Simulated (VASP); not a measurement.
# TaN (Immm) in VASP: further runs, part 2 of 2

VASP 6.6.1. The steps go on from the part before.

### 4 Single point, PBEsol (engineering shear strain xz -0.1000, normal strain along z +0.0000)

The input, INCAR:

```
  PREC = Accurate
  ENCUT = 520
  EDIFF = 1E-6
  ISMEAR = 0
  SIGMA = 0.15
  LREAL = False
  LASPH = True
  NELM = 100
  ALGO = Normal
  ISIF = 2
  LWAVE = False
  LCHARG = True
  GGA = PS
  LELF = True
  LVHAR = True
  NBANDS = 15
```

The input, KPOINTS:

```
Automatic mesh
0
Gamma
  18 18 18
```

The input, POSCAR:

```
TaN
1.0
   -0.1093721820      2.1874436400      2.1874436400
    2.0780714580      0.0000000000      2.0780714580
    2.1874436400      2.1874436400     -0.1093721820
Ta N
1 1
Direct
    0.5000000000      0.5000000000      0.5000000000
    0.0000000000      0.0000000000      0.0000000000
```

Potentials or basis: VASP PAW PBE potentials, release 64 (Ta_pv, N).

Command:

```
$ cat potpaw_PBE.64/Ta_pv/POTCAR potpaw_PBE.64/N/POTCAR > POTCAR
$ mpirun -np 1 vasp_std > vasp.out
```

OUTCAR:

```text
PREC = Accurate
   ENCUT = 520
   EDIFF = 1E-6
   ISMEAR = 0
   LREAL = False
   LASPH = True
   NELM = 100
   ISIF = 2
   GGA = PS

 ion  position               nearest neighbor table
   1  0.500  0.500  0.500-   2 2.19   2 2.19   2 2.19   2 2.19   2 2.19   2 2.19
   2  0.000  0.000  0.000-   1 2.19   1 2.19   1 2.19   1 2.19   1 2.19   1 2.19

  LATTYP: Found a body centered orthorhombic cell.
 ALAT       =     2.9388368395
 B/A-ratio  =     1.1052631579
 C/A-ratio  =     1.4886458551

  Lattice vectors:

 A1 = (   2.1874436400,  -2.1874436400,  -0.1093721820)
 A2 = (  -2.1874436400,  -2.1874436400,   0.1093721820)
 A3 = (   0.1093721820,   2.1874436400,  -2.1874436400)

Analysis of symmetry for initial positions (statically):
=====================================================================
 Subroutine PRICEL returns:
 Original cell was already a primitive cell.

 Routine SETGRP: Setting up the symmetry group for a
 body centered orthorhombic supercell.

 Subroutine GETGRP returns: Found  8 space group operations
 (whereof  8 operations were pure point group operations)
 out of a pool of  8 trial point group operations.

The static configuration has the point symmetry D_2h.

Analysis of symmetry for dynamics (positions and initial velocities):
=====================================================================
 Subroutine PRICEL returns:
 Original cell was already a primitive cell.

 Routine SETGRP: Setting up the symmetry group for a
 body centered orthorhombic supercell.

 Subroutine GETGRP returns: Found  8 space group operations
 (whereof  8 operations were pure point group operations)
 out of a pool of  8 trial point group operations.

The dynamic configuration has the point symmetry D_2h.

 Subroutine INISYM returns: Found  8 space group operations
 (whereof  8 operations are pure point group operations),
 and found     1 'primitive' translations

----------------------------------------------------------------------------------------

                                     Primitive cell

  volume of cell :      20.8811

  direct lattice vectors                    reciprocal lattice vectors
    -0.109372182  2.187443640  2.187443640    -0.217692684  0.228577318  0.217692684
     2.078071458  0.000000000  2.078071458     0.240607703 -0.228577318  0.240607703
     2.187443640  2.187443640 -0.109372182     0.217692684  0.228577318 -0.217692684

  length of vectors
     3.095445304  2.938836839  3.095445304     0.383442041  0.409916728  0.383442041

  position of ions in fractional coordinates (direct lattice)
     0.500000000  0.500000000  0.500000000
     0.000000000  0.000000000  0.000000000

  ion indices of the primitive-cell ions
   primitive index   ion index
                 1           1
                 2           2

----------------------------------------------------------------------------------------

 KPOINTS: Automatic mesh

Automatic generation of k-mesh.
 Grid dimensions read from file:
 generate k-points for:   18   18   18

 Generating k-lattice:

  Cartesian coordinates                     Fractional coordinates (reciprocal lattice)
    -0.012094038  0.012698740  0.012094038     0.055555556  0.000000000  0.000000000
     0.013367095 -0.012698740  0.013367095     0.000000000  0.055555556  0.000000000
     0.012094038  0.012698740 -0.012094038     0.000000000  0.000000000  0.055555556

  Length of vectors
[... 39 lines left out ...]
   total plane-waves  NPLWV =  13824
   dimension x,y,z NGX =    24 NGY =   24 NGZ =   24
   dimension x,y,z NGXF=    48 NGYF=   48 NGZF=   48
   ions per type =               1   1
   NGX,Y,Z   is equivalent  to a cutoff of  12.89, 13.58, 12.89 a.u.
   NGXF,Y,Z  is equivalent  to a cutoff of  25.78, 27.15, 25.78 a.u.
 SYSTEM =  unknown system
   PREC   = accura    normal or accurate (medium, high low for compatibility)
   ISTART =      0    job   : 0-new  1-cont  2-samecut
   ICHARG =      2    charge: 1-file 2-atom 10-const
   ISPIN  =      1    spin polarized calculation?
   LNONCOLLINEAR =      F non collinear calculations
   LSORBIT =      F    spin-orbit coupling
   LASPH  =      T    aspherical Exc in radial PAW
   ENCUT  =  520.0 eV  38.22 Ry    6.18 a.u.   5.76  5.46  5.76*2*pi/ulx,y,z
   NELM   =    100;   NELMIN=  2; NELMDL= -5     # of ELM steps
   EDIFF  = 0.1E-05   stopping-criterion for ELM
   LREAL  =      F    real-space projection
   EDIFFG = 0.1E-04   stopping-criterion for IOM
   NSW    =      0    number of steps for IOM
   IBRION =     -1    ionic relax: 0-MD 1-quasi-New 2-CG
   NFREE  =      0    steps in history (QN), initial steepest desc. (CG)
   ISIF   =      2    stress and relaxation
   ISYM   =      2    0-nonsym 1-usesym 2-fastsym
   POTIM  = 0.5000    time-step for ionic-motion
   TEBEG  =    0.0;   TEEND  =   0.0 temperature during run
   PSTRESS=    0.0 pullay stress
   NELECT =      16.0000    total number of electrons
   NUPDOWN=      -1.0000    fix difference up-down
   EMIN   =  10.00;   EMAX   =-10.00  energy-range for DOS
   EFERMI =   0.00;   METHOD = LEGACY
   ISMEAR =     0;   SIGMA  =   0.15  broadening in eV -4-tet -1-fermi 0-gaus
   EFERMI_NEDOS =   21; number of points for ismear=-14 and -15
   IALGO  =     38    algorithm
   IMIX   =      4    mixing-type and parameters
     AMIX     =   0.40;   BMIX     =  1.00
     AMIX_MAG =   1.60;   BMIX_MAG =  1.00
  volume/ion in A,a.u.               =      10.44        70.46
  Fermi-wavevector in a.u.,A,eV,Ry     =   1.498064  2.830930 30.534130  2.244195
  Thomas-Fermi vector in A             =   2.609871
   LORBIT       =      0    0 simple, 1 ext, 2 COOP (PROOUT), +10 PAW based schemes
   GGA     = PS    functional components
   LHFCALC =     F    Hartree Fock is set to
   AEXX    =    0.0000 exact exchange contribution
   IVDW    =     0    specifies the selected vdW correction
   LEPSILON=     F    determine dielectric tensor
   LRPA    =     F    only Hartree local field effects (RPA)
 non-spin polarized calculation
 Gauss-broadening in eV      SIGMA  =   0.15
  energy-cutoff  :      520.00
  volume of cell :       20.88
 maximum number of plane-waves:       575
   NGX = 11   NGY = 11   NGZ = 11

 number of electron      15.9999999 magnetization

 Free energy of the ion-electron system (eV)
  ---------------------------------------------------
  ext. energy  EPLUGINS =         0.00000000
  ---------------------------------------------------
  free energy    TOTEN  =       -23.17355494 eV

  energy without entropy =      -23.16447740  energy(sigma->0) =      -23.16901617

 E-fermi :   9.5059     XC(G=0): -13.6900

 val. band max:        9.5054184847   @ k =  -0.3889  -0.0556   0.1667
 cond. band min:       9.5080103699   @ k =   0.2222  -0.3333   0.2222
 fundamental gap:      0.0025918852
 Fermi energy:         9.5058857778

 k-point     1 :       0.0000    0.0000    0.0000
  band No.  band energies     occupation
      1     -26.1964      2.00000
      2     -26.1248      2.00000
      3     -25.9617      2.00000
      4      -9.3577      2.00000
      5       5.5219      2.00000
      6       5.7257      2.00000
      7       6.1192      2.00000
      8       6.6297      2.00000
      9       7.1052      2.00000
     10       8.2589      2.00000
     11       9.6882      0.08566
     12       9.7522      0.02023
     13      11.5122      0.00000
     14      19.0756      0.00000
[... 401 lines left out ...]
      2     -26.1761      2.00000
      3     -26.0451      2.00000
      4      -7.5589      2.00000
      5       0.8580      2.00000
      6       2.6271      2.00000
      7       3.5315      2.00000
      8       8.7686      2.00000
      9       9.3304      1.90192
     10      10.7789      0.00000
     11      13.3660      0.00000
     12      14.8947      0.00000
     13      15.0847      0.00000
     14      21.5206      0.00000
     15      22.0147      0.00000

 [... further k-points ...]

------------------------ aborting loop because EDIFF is reached ----------------------------------------

  FORCE on cell =-STRESS in cart. coord.  units (eV):
  Direction    XX          YY          ZZ          XY          YZ          ZX
  --------------------------------------------------------------------------------------
  -------------------------------------------------------------------------------------
  Total        0.5048554     -0.0536499      0.5048554      0.0000000      0.0000000      0.7970761
  in kB       38.7368309     -4.1164812     38.7368309      0.0000000      0.0000000     61.1585056
  external PRESSURE =      24.4523935 kB  Pullay stress =       0.0000000 kB

 VOLUME and BASIS-vectors are now :
 -----------------------------------------------------------------------------
  energy-cutoff  :      520.00
  volume of cell :       20.88
      direct lattice vectors                 reciprocal lattice vectors
    -0.109372182  2.187443640  2.187443640    -0.217692684  0.228577318  0.217692684
     2.078071458  0.000000000  2.078071458     0.240607703 -0.228577318  0.240607703
     2.187443640  2.187443640 -0.109372182     0.217692684  0.228577318 -0.217692684

 POSITION                                       TOTAL-FORCE (eV/Angst)
 -----------------------------------------------------------------------------------
      2.07807      2.18744      2.07807         0.000000     -0.000000      0.000000
      0.00000      0.00000      0.00000         0.000000      0.000000     -0.000000
 -----------------------------------------------------------------------------------
    total drift:                                0.000000     -0.000000      0.000000

  FREE ENERGIE OF THE ION-ELECTRON SYSTEM (eV)
  ---------------------------------------------------
  free  energy   TOTEN  =       -23.1735549418 eV

  energy  without entropy=      -23.1644774046  energy(sigma->0) =      -23.16901617
```

Wall time 72 s (1 thread of Intel Xeon 6975P-C (Granite Rapids), shared host); peak memory 0.37 GiB.

What came out:

- Free energy: -23.1736 eV
- Pressure: 2.4 GPa
- Band gap on the k mesh: zero (bands 8 and 9 overlap by 4.02 eV)

Levels at points of the mesh, in eV from the Fermi level:
```csv
k point,band 5,band 6,band 7,band 8,band 9,band 10,band 11,band 12
"(0.00, 0.00, 0.00)",-3.98,-3.78,-3.39,-2.88,-2.40,-1.25,0.18,0.25
"(0.50, 0.00, 0.00)",-10.50,-7.68,-6.83,0.52,2.41,2.46,4.19,7.31
"(0.00, 0.50, 0.00)",-10.41,-8.23,-7.54,1.61,1.75,3.68,3.83,7.92
"(0.50, 0.50, 0.00)",-6.61,-5.55,-4.56,-4.54,1.93,3.62,3.63,4.67
"(0.50, 0.00, 0.50)",-6.59,-5.57,-4.95,-4.08,2.33,3.74,3.77,4.84
```

Caveat: the cell differs from its parent crystal (engineering shear strain xz -0.1000, normal strain along z +0.0000); the PAW data sets were made with another functional, which shifts forces and pressure a little; spin-orbit coupling is left out, which moves the levels of the heavy elements.

### 5 Overview

```tsv
cell	gap on the mesh (eV)	pressure (GPa)
a = 3.111, b = 2.629 Å, angles 65.0, 69.8, 65.0°, 2 atoms	none	11.4
a = 3.101, b = 2.784 Å, angles 63.3, 66.5, 63.3°, 2 atoms	none	5.9
a = 3.095, b = 2.939 Å, angles 61.7, 63.3, 61.7°, 2 atoms	none	2.4
```

Alike in all rows: task single point; level PBEsol; potentials or basis VASP PAW PBE potentials, release 64 (Ta_pv, N); no spin polarisation; k mesh 18 × 18 × 18; cutoff (eV) 520; smearing gaussian 0.15 eV.

Caveats: the PAW data sets were made with another functional, which shifts forces and pressure a little; spin-orbit coupling is left out, which moves the levels of the heavy elements; the cell stands under pressure (at least some runs).

Absolute energies hang on the potentials; compare differences alone.
